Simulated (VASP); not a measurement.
Rh: single point with LDA

Crystal: Rh.

```
CELL_PARAMETERS angstrom
2.45287 0.00000 0.00000
-1.22644 2.12425 0.00000
0.00000 0.00000 3.97595
ATOMIC_POSITIONS crystal
Rh 0.33333 0.66667 0.25000
Rh 0.66667 0.33333 0.75000
```

This cell differs from its parent crystal: volume scaled by 0.78.

```yaml
Program: VASP 6.6.1
Task: single point
Functional: LDA
Potentials_or_basis: VASP PAW LDA potentials, release 64 (Rh_pv)
Cutoff: 520 eV
k_mesh: 16 × 16 × 9
Occupations: fermi-dirac, width 0.08 eV
Spin: no spin polarisation
```

```json
{
 "Pressure": "147.0 GPa",
 "Band gap on the k mesh": "zero (band 15 reaches 19.00 eV, above the bottom of band 16 at 15.27 eV)"
}
```

Stress tensor (GPa, compression positive):
```
146.98   0.00   0.00
  0.00 146.98   0.00
  0.00   0.00 147.10
```

Levels at points of the mesh, in eV from the Fermi level:
| k point | band 13 | band 14 | band 15 | band 16 | band 17 | band 18 |
| --- | --- | --- | --- | --- | --- | --- |
| (0.00, 0.00, 0.00) | -3.95 | -2.99 | -2.99 | 0.17 | 0.17 | 0.52 |
| (0.50, 0.00, 0.00) | -3.13 | 0.74 | 1.06 | 1.24 | 4.25 | 6.96 |

It took 29 s on 1 thread of Intel(R) Xeon(R) Platinum 8488C (Sapphire Rapids), on a shared host, peak memory 0.15 GiB.
